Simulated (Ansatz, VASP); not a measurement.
One calculation of Pb, two programs

The input INCAR:

```
SYSTEM = Pb
  PREC = Accurate
  ENCUT = 520
  EDIFF = 1E-7
  ISMEAR = -1
  SIGMA = 0.05
  LREAL = .FALSE.
  LASPH = .TRUE.
  NELM = 60
  ALGO = Normal
  ISIF = 2
  LWAVE = .FALSE.
  LCHARG = .FALSE.
  GGA = PE
  NBANDS = 21
```

KPOINTS

```
Automatic mesh
0
G
  14 14 8
  0 0 0
```

Contents of POSCAR:

```
Pb
1.0
    2.8125402702      0.0000000000      0.0000000000
   -1.4062701351      2.4357313231      0.0000000000
    0.0000000000      0.0000000000      4.6457688287
Pb
2
Direct
    0.3333333333      0.6666666667      0.2500000000
    0.6666666667      0.3333333333      0.7500000000
```

Input for Ansatz:

```yaml
crystal:
  lattice:
    - [2.8125402702, 0.0, 0.0]
    - [-1.4062701351, 2.4357313231, 0.0]
    - [0.0, 0.0, 4.6457688287]
  atoms:
    - { symbol: Pb, position: [0.3333333333, 0.6666666667, 0.25] }
    - { symbol: Pb, position: [0.6666666667, 0.3333333333, 0.75] }
kpoints:
  mp_grid: { grid: [14, 14, 8] }
  band_path:
    path:
      - [0.0, 0.0, 0.0]
      - [0.5, 0.0, 0.0]
      - [0.3333333333, 0.3333333333, 0.0]
      - [0.0, 0.0, 0.0]
      - [0.0, 0.0, 0.5]
      - [0.5, 0.0, 0.5]
      - [0.3333333333, 0.3333333333, 0.5]
      - [0.0, 0.0, 0.5]
      - [0.5, 0.0, 0.5]
    npoints: 8
scf:
  occupations: { method: fermi_dirac, width: 0.05 }
hamiltonian:
  xc: pbe
  pseudopotentials: { kind: all_electron, lapw: { basis_error: 0.001 } }
output:
  forces: true
  stress: true
  eigenvalues: true
  populations: true
  dos: { projected: true, de: 0.2, e_range: [-14, 8] }
```

Change from the starting cell: volume scaled by 0.5, LAPW.

Alike in both runs: task single point; functional PBE; k mesh 14 × 14 × 8; occupations fermi-dirac, width 0.05 eV; no spin polarisation.

```csv
,VASP,Ansatz
version,VASP 6.6.1,Ansatz 0.2.0
potentials or method,"VASP PAW PBE potentials, release 64 (Pb_d), cutoff 520 eV","all-electron LAPW, scalar-relativistic"
```

VASP gave:

```
pressure (GPa)                                                : 150.9
traceless stress, the component that is largest in VASP (GPa) : 0.05
```

Q: Estimate Ansatz's values.

A: Pressure (GPa): 151.1; traceless stress, the component that is largest in VASP (GPa): 0.03.

Both programs put the cell under a high pressure, so it lies far from rest at this level. Ansatz ran all-electron here, and VASP with PAW potentials.

Spin-orbit coupling is off throughout. Noted on VASP's run: the cell as given lies far from equilibrium.
